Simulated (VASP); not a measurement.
# Hf (P6_3/mmc) in VASP: a series of runs, part 2 of 2

VASP 6.6.1. Earlier steps stand in the parts before.

## 3. Single point, PBE

This run uses another cell than the first one, of 22.54 Å³/atom, 1.007 times its volume.

Input file INCAR:

```
SYSTEM = Hf
PREC = Accurate
ENCUT = 520
EDIFF = 1E-7
ISMEAR = 0
SIGMA = 0.1
LREAL = .False.
LASPH = .True.
NELM = 60
ALGO = Fast
ISIF = 2
LWAVE = .False.
LCHARG = .True.
GGA = PE
LELF = .True.
LVHAR = .True.
NBANDS = 17
```

Input file KPOINTS:

```
regular mesh
0
Gamma
  15 15 8
  0 0 0
```

Input file POSCAR:

```
Hf
1.0
    3.2048170803      0.0000000000      0.0000000000
   -1.6024085401      2.7754530060      0.0000000000
    0.0000000000      0.0000000000      5.0676930649
Hf
2
Direct
    0.3333333333      0.6666666667      0.2500000000
    0.6666666667      0.3333333333      0.7500000000
```

Potentials or basis: VASP PAW PBE potentials, release 64 (Hf_pv).

The run is started by

```
cat potpaw_PBE.64/Hf_pv/POTCAR > POTCAR
mpirun -np 1 vasp_std > vasp.out
```

OUTCAR:

```text
SYSTEM = Hf
   PREC = Accurate
   ENCUT = 520
   EDIFF = 1E-7
   ISMEAR = 0
   LREAL = .False.
   LASPH = .True.
   NELM = 60
   ISIF = 2
   GGA = PE

 ion  position               nearest neighbor table
   1  0.333  0.667  0.250-   2 3.14   2 3.14   2 3.14   2 3.14   2 3.14   2 3.14
   2  0.667  0.333  0.750-   1 3.14   1 3.14   1 3.14   1 3.14   1 3.14   1 3.14

  LATTYP: Found a hexagonal cell.
 ALAT       =     3.2048170803
 C/A-ratio  =     1.5812737320

  Lattice vectors:

 A1 = (   3.2048170803,   0.0000000000,   0.0000000000)
 A2 = (  -1.6024085401,   2.7754530060,   0.0000000000)
 A3 = (   0.0000000000,   0.0000000000,   5.0676930649)

Analysis of symmetry for initial positions (statically):
=====================================================================
 Subroutine PRICEL returns:
 Original cell was already a primitive cell.

 Routine SETGRP: Setting up the symmetry group for a
 hexagonal supercell.

 Subroutine GETGRP returns: Found 24 space group operations
 (whereof 12 operations were pure point group operations)
 out of a pool of 24 trial point group operations.

The static configuration has the point symmetry D_3d.
 The point group associated with its full space group is D_6h.

Analysis of symmetry for dynamics (positions and initial velocities):
=====================================================================
 Subroutine PRICEL returns:
 Original cell was already a primitive cell.

 Routine SETGRP: Setting up the symmetry group for a
 hexagonal supercell.

 Subroutine GETGRP returns: Found 24 space group operations
 (whereof 12 operations were pure point group operations)
 out of a pool of 24 trial point group operations.

The dynamic configuration has the point symmetry D_3d.
 The point group associated with its full space group is D_6h.

 Subroutine INISYM returns: Found 24 space group operations
 (whereof 12 operations are pure point group operations),
 and found     1 'primitive' translations
[... 112 lines left out ...]
   IALGO  =     68    algorithm
   IMIX   =      4    mixing-type and parameters
     AMIX     =   0.40;   BMIX     =  1.00
     AMIX_MAG =   1.60;   BMIX_MAG =  1.00
  volume/ion in A,a.u.               =      22.54       152.09
  Fermi-wavevector in a.u.,A,eV,Ry     =   1.248636  2.359579 21.212716  1.559091
  Thomas-Fermi vector in A             =   2.382713
   LORBIT       =      0    0 simple, 1 ext, 2 COOP (PROOUT), +10 PAW based schemes
   GGA     = PE    functional components
   LHFCALC =     F    Hartree Fock is set to
   AEXX    =    0.0000 exact exchange contribution
   IVDW    =     0    specifies the selected vdW correction
   LEPSILON=     F    determine dielectric tensor
   LRPA    =     F    only Hartree local field effects (RPA)
 non-spin polarized calculation
 RMM-DIIS sequential band-by-band and
 Gauss-broadening in eV      SIGMA  =   0.10
  energy-cutoff  :      520.00
  volume of cell :       45.08
 maximum number of plane-waves:      1236
 NGX is ok and might be reduce to    24
   NGX = 11   NGY = 11   NGZ = 19

 number of electron      20.0000005 magnetization

 Free energy of the ion-electron system (eV)
  ---------------------------------------------------
  ext. energy  EPLUGINS =         0.00000000
  ---------------------------------------------------
  free energy    TOTEN  =       -19.85383114 eV

  energy without entropy =      -19.84661931  energy(sigma->0) =      -19.85022522

 E-fermi :   4.8768     XC(G=0): -11.2496

 val. band max:        4.8517282969   @ k =   0.1333   0.0000   0.0000
 cond. band min:       4.9006826411   @ k =   0.1333   0.0667   0.2500
 fundamental gap:      0.0489543442
 Fermi energy:         4.8767945437

 k-point     1 :       0.0000    0.0000    0.0000
  band No.  band energies     occupation
      1     -26.2168      2.00000
      2     -25.4889      2.00000
      3     -25.4889      2.00000
      4     -25.3704      2.00000
      5     -25.3638      2.00000
      6     -25.3638      2.00000
[... 457 lines left out ...]
      4     -25.7567      2.00000
      5     -25.6321      2.00000
      6     -25.5756      2.00000
[... 9 lines left out ...]
     16      10.7630      0.00000
     17      11.2829      0.00000

 [... further k-points ...]

------------------------ aborting loop because EDIFF is reached ----------------------------------------

  FORCE on cell =-STRESS in cart. coord.  units (eV):
  Direction    XX          YY          ZZ          XY          YZ          ZX
  --------------------------------------------------------------------------------------
  -------------------------------------------------------------------------------------
  Total       -0.1131609     -0.1131609     -0.1448340     -0.0000000     -0.0000000     -0.0000000
  in kB       -4.0221634     -4.0221634     -5.1479428     -0.0000000     -0.0000000     -0.0000000
  external PRESSURE =      -4.3974232 kB  Pullay stress =       0.0000000 kB

 VOLUME and BASIS-vectors are now :
 -----------------------------------------------------------------------------
  energy-cutoff  :      520.00
  volume of cell :       45.08
      direct lattice vectors                 reciprocal lattice vectors
     3.204817080  0.000000000  0.000000000     0.312030289  0.180150771  0.000000000
    -1.602408540  2.775453006  0.000000000     0.000000000  0.360301543  0.000000000
     0.000000000  0.000000000  5.067693065     0.000000000  0.000000000  0.197328447

 POSITION                                       TOTAL-FORCE (eV/Angst)
 -----------------------------------------------------------------------------------
     -0.00000      1.85030      1.26692         0.000000     -0.000000      0.000000
      1.60241      0.92515      3.80077        -0.000000      0.000000      0.000000
 -----------------------------------------------------------------------------------
    total drift:                               -0.000000      0.000000     -0.000000

  FREE ENERGIE OF THE ION-ELECTRON SYSTEM (eV)
  ---------------------------------------------------
  free  energy   TOTEN  =       -19.8538311363 eV

  energy  without entropy=      -19.8466193102  energy(sigma->0) =      -19.85022522
```

OSZICAR:

```text
N       E                     dE             d eps       ncg     rms          rms(c)
DAV:   1     0.506914909225E+02    0.50691E+02   -0.11443E+04  4598   0.112E+03
DAV:   2    -0.186748701740E+02   -0.69366E+02   -0.67587E+02  5908   0.248E+02
DAV:   3    -0.205617225992E+02   -0.18869E+01   -0.18660E+01  5906   0.274E+01
DAV:   4    -0.205780217316E+02   -0.16299E-01   -0.16276E-01  5839   0.300E+00
DAV:   5    -0.205781868411E+02   -0.16511E-03   -0.16508E-03  5933   0.269E-01    0.648E+01
RMM:   6    -0.200438576273E+02    0.53433E+00   -0.44382E-01  4596   0.403E+00    0.388E+01
RMM:   7    -0.198617174595E+02    0.18214E+00   -0.10540E+00  5269   0.618E+00    0.197E+00
RMM:   8    -0.198524813523E+02    0.92361E-02   -0.90595E-02  5036   0.213E+00    0.168E-01
RMM:   9    -0.198537356134E+02   -0.12543E-02   -0.13993E-02  6434   0.757E-01    0.456E-01
RMM:  10    -0.198540614389E+02   -0.32583E-03   -0.21082E-03  6402   0.296E-01    0.109E+00
RMM:  11    -0.198539176198E+02    0.14382E-03   -0.23166E-04  5878   0.110E-01    0.568E-01
RMM:  12    -0.198538318354E+02    0.85784E-04   -0.16028E-04  5302   0.773E-02    0.950E-02
RMM:  13    -0.198538309239E+02    0.91144E-06   -0.20188E-05  6170   0.314E-02    0.645E-02
RMM:  14    -0.198538306090E+02    0.31494E-06   -0.65567E-06  5706   0.173E-02    0.132E-02
RMM:  15    -0.198538311382E+02   -0.52915E-06   -0.42937E-06  5465   0.140E-02    0.404E-03
RMM:  16    -0.198538311363E+02    0.18902E-08   -0.42529E-07  5705   0.490E-03
   1 F= -.19853831E+02 E0= -.19850225E+02  d E =-.721183E-02
```

stdout:

```text
POSCAR found type information on POSCAR Hf
 POSCAR found :  1 types and       2 ions
 scaLAPACK will be used
 LDA part: xc-table for (Slater+PW92), standard interpolation
 POSCAR, INCAR and KPOINTS ok, starting setup
 FFT: planning ... GRIDC
 FFT: planning ... GRID_SOFT
 FFT: planning ... GRID
 WAVECAR not read
 entering main loop
```

Wall time 51 s (1 thread of Intel Xeon Platinum 8488C (Sapphire Rapids), shared host); peak memory 0.22 GiB.

Results:

```
Free energy            : -19.8538 eV
Pressure               : -0.4 GPa
Band gap on the k mesh : zero (band 10 reaches 6.05 eV, above the bottom of band 11 at 4.43 eV)
```

Levels at points of the mesh, in eV from the Fermi level:
| k point | band 8 | band 9 | band 10 | band 11 | band 12 | band 13 |
| --- | --- | --- | --- | --- | --- | --- |
| (0.00, 0.00, 0.00) | -3.69 | 0.61 | 1.17 | 1.17 | 1.45 | 1.98 |
| (0.00, 0.00, 0.50) | -5.40 | 0.14 | 0.14 | 1.06 | 1.06 | 1.06 |

Caveat: spin-orbit coupling is left out, which moves the levels of the heavy elements.
